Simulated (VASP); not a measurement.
A run of VASP 6.6.1 is set up as follows.

The input INCAR:

```
SYSTEM = AgCl
PREC = Accurate
ENCUT = 520
EDIFF = 1E-7
ISMEAR = -1
SIGMA = 0.05
LREAL = .False.
LASPH = .True.
NELM = 80
ALGO = Normal
ISIF = 2
LWAVE = .False.
LCHARG = .True.
GGA = PS
LELF = .True.
LVHAR = .True.
NBANDS = 16
```

File KPOINTS:

```
Automatic mesh
0
Gamma
  8 8 8
  0 0 0
```

POSCAR

```
AgCl
1.0
    0.0000000000      2.5434568858      2.5434568858
    2.5434568858      0.0000000000      2.5434568858
    2.5434568858      2.5434568858      0.0000000000
Ag Cl
1 1
Direct
    0.0000000000      0.0000000000      0.0000000000
    0.5000000000      0.5000000000      0.5000000000
```

Potentials or basis: VASP PAW PBE potentials, release 64 (Ag, Cl).

The run is started by

```console
$ cat potpaw_PBE.64/Ag/POTCAR potpaw_PBE.64/Cl/POTCAR > POTCAR
$ mpirun -np 1 vasp_std > vasp.out
```

(1) Estimate the band gap on the k mesh.

(2) Predict the pressure.

Results:

(1) 0.84 eV (least direct gap 3.17 eV).

(2) 19.9 GPa.

Caveat: the cell stands under pressure; the PAW data sets were made with another functional, which shifts forces and pressure a little.
